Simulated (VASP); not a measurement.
Write the native input for VASP 6.6.1 that does the following.

| Property | Result |
| --- | --- |
| Task | electric field gradients |
| Functional | LDA |
| Potentials or basis | VASP PAW LDA potentials, release 64 (Cu, Au) |
| Cutoff | 520 eV |
| k mesh | 9 × 9 × 9 |
| Occupations | fermi-dirac, width 0.05 eV |
| Spin | no spin polarisation |
| Dipole correction | no |
| Further INCAR settings | ALGO = Normal; EDIFF = 1e-08; NBANDS = 30 |

The structure of CuAu3 lies in POSCAR:

```
CuAu3
1.0
    3.9932226885      0.0000000000      0.0000000000
    0.0000000000      3.9932226885      0.0000000000
    0.0000000000      0.0000000000      3.9932226885
Cu Au
1 3
Direct
    0.0000000000      0.0000000000      0.0000000000
    0.0000000000      0.5000000000      0.5000000000
    0.5000000000      0.0000000000      0.5000000000
    0.5000000000      0.5000000000      0.0000000000
```

The input as run:

INCAR

```
PREC = Accurate
ENCUT = 520
EDIFF = 1E-8
ISMEAR = -1
SIGMA = 0.05
LREAL = False
LASPH = True
NELM = 80
ALGO = Normal
ISIF = 2
LWAVE = False
LCHARG = False
GGA = CA
LEFG = True
NBANDS = 30
```

KPOINTS

```
Automatic mesh
0
Gamma
  9 9 9
```

Potentials or basis: VASP PAW LDA potentials, release 64 (Cu, Au).

The run is started by

```bash
$ cat potpaw_LDA.64/Cu/POTCAR potpaw_LDA.64/Au/POTCAR > POTCAR
$ mpirun -np 1 vasp_std > vasp.out
```

Results of the run:

```
Pressure                                : -6.7 GPa
Band gap on the k mesh                  : zero (bands 22 and 23 overlap by 1.56 eV)
Largest electric field gradient by atom : Cu -0.0; Au -73.7 V/Å²
```

Caveat: the cell stands under tension; without QUAD_EFG the Cq values of the log hold for a quadrupole moment of 1 mb, not for the nuclei; spin-orbit coupling is left out, which moves the levels of the heavy elements.

Run time: 33 s on 1 thread of AMD EPYC 9R45 96-Core Processor (Zen 5), with other jobs on the host, peak memory 0.16 GiB.
